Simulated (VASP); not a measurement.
PbSe: relaxation of cell and atoms with BLYP+D3(BJ)

The system is PbSe.

```
CELL_PARAMETERS angstrom
3.78432 0.00000 0.00000
0.00000 3.78432 0.00000
0.00000 0.00000 3.78432
ATOMIC_POSITIONS crystal
Pb 0.00000 0.00000 0.00000
Se 0.50000 0.50000 0.50000
```

| Quantity | Value |
| --- | --- |
| Program | VASP 6.6.1 |
| Task | relaxation of cell and atoms |
| Functional | BLYP |
| Dispersion | D3(BJ) |
| Potentials or basis | VASP PAW PBE potentials, release 64 (Pb_d, Se) |
| Cutoff | 600 eV |
| k mesh | 7 × 7 × 7 |
| Occupations | fermi-dirac, width 0.05 eV |
| Spin | no spin polarisation |
| Dipole correction | no |
| Further INCAR settings | ALGO = Normal; EDIFF = 1e-06; IBRION = 2; EDIFFG = -0.01; NSW = 60; ISIF = 3 |

```
Relaxed volume                         : 26.51 Å³/atom
Relaxed cell                           : a = 3.757 Å, b = 3.757 Å, c = 3.757 Å, α = 90.00°, β = 90.00°, γ = 90.00°
Space group after relaxing (to 0.05 Å) : Pm-3m (No. 221)
Energy gained by relaxing              : 2.0 meV/atom
Ionic steps                            : 3
Pressure after relaxing                : 0.0 GPa
Band gap on the k mesh                 : zero (band 10 reaches 5.98 eV, above the bottom of band 11 at 5.90 eV)
Dispersion energy per atom             : -0.938 eV
```

The path:
```tsv
step	energy change (eV)	largest force (eV/Å)	pressure (GPa)	volume (Å³)
1	0.0000	0.0000	-1.06	54.20
2	-0.0038	0.0000	0.19	52.80
3	-0.0039	0.0000	0.00	53.01
```

Final structure:
```cif
data_structure
_symmetry_space_group_name_H-M 'P 1'
_symmetry_Int_Tables_number 1
_cell_length_a 3.7566
_cell_length_b 3.7566
_cell_length_c 3.7566
_cell_angle_alpha 90.000
_cell_angle_beta 90.000
_cell_angle_gamma 90.000
_cell_volume 53.01
loop_
_atom_site_label
_atom_site_type_symbol
_atom_site_fract_x
_atom_site_fract_y
_atom_site_fract_z
_atom_site_occupancy
Pb1 Pb 0.00000 0.00000 0.00000 1
Se1 Se 0.50000 0.50000 0.50000 1
```

Levels at points of the mesh, in eV from the Fermi level:
| k point | band 6 | band 7 | band 8 | band 9 | band 10 | band 11 | band 12 | band 13 | band 14 |
| --- | --- | --- | --- | --- | --- | --- | --- | --- | --- |
| (0.00, 0.00, 0.00) | -13.30 | -7.09 | -1.50 | -1.50 | -1.50 | 5.48 | 5.48 | 6.11 | 6.11 |

Run time: 120 s on 1 thread of Intel(R) Xeon(R) Platinum 8259CL CPU @ 2.50GHz (Skylake/Cascade Lake) (shared host), peak memory 0.19 GiB.

Caveat: the PAW data sets were made with another functional, which shifts forces and pressure a little; spin-orbit coupling is left out, which moves the levels of the heavy elements; pairwise dispersion overbinds metals, which lowers pressure and volume.
